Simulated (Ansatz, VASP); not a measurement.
## One calculation of Mo2As2C3, two programs

```
As Mo C
1.0
     0.00000    3.19682    0.00000
     5.65096   -1.59841    0.00000
     2.15095    0.00000   -5.04038
As Mo C
2 2 3
Direct
  0.39147 0.78294 0.81937
  0.60853 0.21706 0.18063
  0.15766 0.31532 0.67410
  0.84234 0.68468 0.32590
  0.25120 0.50240 0.26800
  0.74880 0.49760 0.73200
  0.00000 0.00000 0.00000
```

Alike in both runs: task single point; functional PBEsol; k mesh 6 × 6 × 4; no spin polarisation.

|  | VASP | Ansatz |
| --- | --- | --- |
| version | VASP 6.6.1 | Ansatz 0.2.0 |
| potentials or method | VASP PAW PBE potentials, release 64 (As, Mo_sv, C), cutoff 520 eV | PAW plane waves |
| occupations | methfessel-paxton of order 1, width 0.0506 eV | cold, width 0.0506 eV |
| valence electrons in the cell | 50 | 70 |

|  | VASP | Ansatz | Ansatz less VASP |
| --- | --- | --- | --- |
| gap on the k mesh at the Fermi level (eV) | none | none | - |
| pressure (GPa) | 8.7 | 8.3 | -0.36 |
| traceless stress, the component that is largest in VASP (GPa) | 7.80 | 7.67 | -0.133 |
| rms of the force components (eV/Å) | 0.600 | 0.591 | -0.0091 |

VASP's potentials were made for PBE, not for PBEsol. Atom by atom the forces differ by 0.017 eV/Å (rms over components). A gap of «none» marks a metal or a gap that the smearing closes. VASP's potentials hold 50 valence electrons a cell and Ansatz's 70, so a difference there can come from the potentials and not from the codes.
